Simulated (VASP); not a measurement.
**KCl: single point with r2SCAN**

The system is KCl.

```
CELL_PARAMETERS angstrom
7.28423 0.00000 0.00000
-3.64211 6.30832 0.00000
0.00000 0.00000 4.43615
ATOMIC_POSITIONS crystal
K 0.50000 0.00000 0.00000
K 0.50000 0.50000 0.00000
K 0.00000 0.50000 0.00000
Cl 0.00000 0.00000 0.00000
Cl 0.33333 0.66667 0.50000
Cl 0.66667 0.33333 0.50000
```

```json
{
  "Program": "VASP 6.6.1",
  "Task": "single point",
  "Functional": "r2SCAN",
  "Potentials or basis": "VASP PAW PBE potentials, release 64 (K_sv, Cl)",
  "Cutoff": "520 eV",
  "k mesh": "6 × 6 × 6",
  "Occupations": "gaussian, width 0.02 eV",
  "Spin": "no spin polarisation"
}
```

| Property | Result |
| --- | --- |
| Pressure | 0.0 GPa |
| Band gap on the k mesh | 4.19 eV |

Levels at points of the mesh, in eV from the valence-band top:
| k point | band 20 | band 21 | band 22 | band 23 | band 24 | band 25 | band 26 | band 27 | band 28 | band 29 |
| --- | --- | --- | --- | --- | --- | --- | --- | --- | --- | --- |
| (0.00, 0.00, 0.00) | -1.97 | -1.97 | -0.68 | -0.68 | 0.00 | 4.19 | 5.15 | 6.64 | 6.64 | 7.81 |
| (0.50, 0.00, 0.00) | -2.15 | -1.91 | -0.83 | -0.72 | -0.01 | 5.52 | 5.75 | 6.30 | 6.73 | 7.03 |
| (0.00, 0.00, 0.50) | -2.15 | -2.15 | -0.63 | -0.63 | -0.52 | 6.16 | 6.19 | 6.19 | 6.65 | 6.65 |
| (0.50, 0.00, 0.50) | -2.10 | -2.07 | -0.73 | -0.67 | -0.49 | 6.76 | 6.82 | 6.94 | 7.09 | 7.14 |

It took 29 min on 1 thread of Oxide Virtual Turin-like Processor (shared host), peak memory 0.4 GiB.

Caveat: the PAW data sets were made with another functional, which shifts forces and pressure a little. A k mesh can miss the band edges.
